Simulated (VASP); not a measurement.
## BaZrO3: single point with PBE

BaZrO3:

```
Ba Zr O
1.0
     4.29361    0.00000    0.00000
     0.00000    4.29361    0.00000
     0.00000    0.00000    4.29361
Ba Zr O
1 1 3
Direct
  0.00000 0.00000 0.00000
  0.50000 0.50000 0.50000
  0.00000 0.50000 0.50000
  0.50000 0.00000 0.50000
  0.50000 0.50000 0.00000
```

* Program: VASP 6.6.1
* Task: single point
* Functional: PBE
* Potentials or basis: VASP PAW PBE potentials, release 64 (Ba_sv, Zr_sv, O)
* Cutoff: 520 eV
* k mesh: 5 × 5 × 5
* Occupations: gaussian, width 0.01 eV
* Spin: no spin polarisation

* Pressure: -5.5 GPa
* Band gap on the k mesh: 3.12 eV, indirect (least direct gap 3.31 eV)

Levels at points of the mesh, in eV from the valence-band top:
| k point | band 18 | band 19 | band 20 | band 21 | band 22 | band 23 |
| --- | --- | --- | --- | --- | --- | --- |
| (0.00, 0.00, 0.00) | -0.20 | -0.20 | -0.20 | 3.12 | 3.12 | 3.12 |

Run time: 21 s on 1 thread of AMD EPYC 7R43 64-Core Processor (Zen 3) (shared host), peak memory 0.15 GiB.

Caveat: spin-orbit coupling is left out, which moves the levels of the heavy elements. A k mesh can miss the band edges.
